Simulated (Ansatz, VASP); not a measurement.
**Ir: VASP beside Ansatz**

```
CELL_PARAMETERS angstrom
0.00000 1.92696 1.92696
1.92696 0.00000 1.92696
1.92696 1.92696 0.00000
ATOMIC_POSITIONS crystal
Ir 0.00000 0.00000 0.00000
```

Alike in both runs: task single point; functional PBEsol; k mesh 8 × 8 × 8; occupations gaussian, width 0.1 eV; no spin polarisation.

```csv
,VASP,Ansatz
version,VASP 6.6.1,Ansatz 0.2.0
potentials or method,"VASP PAW PBE potentials, release 64 (Ir), cutoff 500 eV","scalar-relativistic, plane waves, PAW"
valence electrons in the cell,9,17
```

|  | VASP | Ansatz | Ansatz less VASP |
| --- | --- | --- | --- |
| gap on the k mesh at the Fermi level (eV) | none | none | - |
| pressure (GPa) | -4.6 | -5.4 | -0.82 |

VASP's potentials were made for PBE, not for PBEsol. A gap of «none» marks a metal or a gap that the smearing closes. VASP's potentials hold 9 valence electrons a cell and Ansatz's 17, so a difference there can come from the potentials and not from the codes.

Neither program's run includes spin-orbit coupling.
